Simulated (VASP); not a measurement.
A run of VASP 6.6.1 is set up as follows.

INCAR

```
ALGO     = Normal         # electronic algorithm
EDIFF    = 1E-7           # SCF threshold, eV
ENCUT    = 520            # plane-wave cutoff, eV
GGA      = CA             # functional
ISIF     = 2              # what is computed and relaxed
ISMEAR   = 0              # smearing method
LASPH    = T              # aspherical terms in the spheres
LCHARG   = T              # write CHGCAR
LELF     = T              # ELF
LREAL    = F              # projectors in reciprocal space
LVHAR    = T            
LWAVE    = F              # write WAVECAR
NBANDS   = 16             # bands
NELM     = 100            # most SCF steps
PREC     = Accurate       # precision mode
SIGMA    = 0.01           # smearing width, eV
```

KPOINTS

```
k-points
0
Gamma
  6 6 6
```

POSCAR

```
CdSe
1.0
    2.9889737080      2.9889737080      0.0000000000
   -2.9889737080      2.9889737080      0.0000000000
    0.0000000000      2.9889737080      3.0244952821
Cd Se
1 1
Direct
    0.0000000000      0.0000000000      0.0000000000
    0.7500000000      0.2500000000      0.5000000000
```

Potentials or basis: VASP PAW LDA potentials, release 64 (Cd, Se).

Run with:

```sh
$ cat potpaw_LDA.64/Cd/POTCAR potpaw_LDA.64/Se/POTCAR > POTCAR
$ mpirun -np 1 vasp_std > vasp.out
```

Predict the pressure.

0.7 GPa.

Predict the band gap on the k mesh.

0.43 eV, direct.

Stress tensor (GPa, compression positive):
```
0.76 0.00 0.00
0.00 0.76 0.00
0.00 0.00 0.54
```

Caveat: the cell differs from its parent crystal (film at in-plane strain -0.005).
